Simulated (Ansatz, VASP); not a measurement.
**Two plane-wave programs on LiF**

Contents of INCAR:

```
SYSTEM = LiF
  PREC = Accurate
  ENCUT = 520
  EDIFF = 1E-6
  ISMEAR = 0
  SIGMA = 0.05
  LREAL = .False.
  LASPH = .True.
  NELM = 100
  ALGO = Normal
  ISIF = 2
  LWAVE = .False.
  LCHARG = .True.
  GGA = PE
  LELF = .True.
  LVHAR = .True.
  NBANDS = 18
```

KPOINTS

```
regular mesh
0
Gamma
  9 9 6
  0 0 0
```

The input POSCAR:

```
LiF
1.0
    3.2140071864      0.0000000000      0.0000000000
   -1.6070035932      2.7834118714      0.0000000000
    0.0000000000      0.0000000000      4.6368481678
Li F
2 2
Direct
    0.3333333333      0.6666666667      0.3810713234
    0.6666666667      0.3333333333      0.8810713234
    0.3333333333      0.6666666667      0.9939266766
    0.6666666667      0.3333333333      0.4939266766
```

Input for Ansatz:

```yaml
crystal:
  lattice:
    - [3.2140071864, 0.0, 0.0]
    - [-1.6070035932, 2.7834118714, 0.0]
    - [0.0, 0.0, 4.6368481678]
  atoms:
    - { symbol: Li, position: [0.3333333333, 0.6666666667, 0.3810713234] }
    - { symbol: Li, position: [0.6666666667, 0.3333333333, 0.8810713234] }
    - { symbol: F, position: [0.3333333333, 0.6666666667, 0.9939266766] }
    - { symbol: F, position: [0.6666666667, 0.3333333333, 0.4939266766] }
basis:
  ecutwfc: 520.0
kpoints:
  mp_grid: { grid: [9, 9, 6] }
hamiltonian:
  xc: pbe
scf:
  occupations: { method: gaussian, width: 0.05 }
output:
  forces: true
  stress: true
  eigenvalues: true
```

Alike in both runs: task single point; functional PBE; k mesh 9 × 9 × 6; occupations gaussian, width 0.05 eV; no spin polarisation.

|  | VASP | Ansatz |
| --- | --- | --- |
| version | VASP 6.6.1 | Ansatz 0.2.0 |
| potentials or method | VASP PAW PBE potentials, release 64 (Li_sv, F), cutoff 520 eV | scalar-relativistic, plane waves, PAW |
| valence electrons in the cell | 20 | 20 |

```csv
,VASP,Ansatz,Ansatz less VASP
gap on the k mesh at the Fermi level (eV),7.51,7.52,+0.011
least direct gap on the mesh (eV),7.51,7.52,+0.011
rms of the force components (eV/Å),0.212,0.201,-0.0108
```

Atom by atom the forces differ by 0.011 eV/Å (rms over components). The functional is the same, so the differences come from potentials, cutoffs and numerics.

Noted on VASP's run: the cutoff is short for stress, so the pressure is rough.
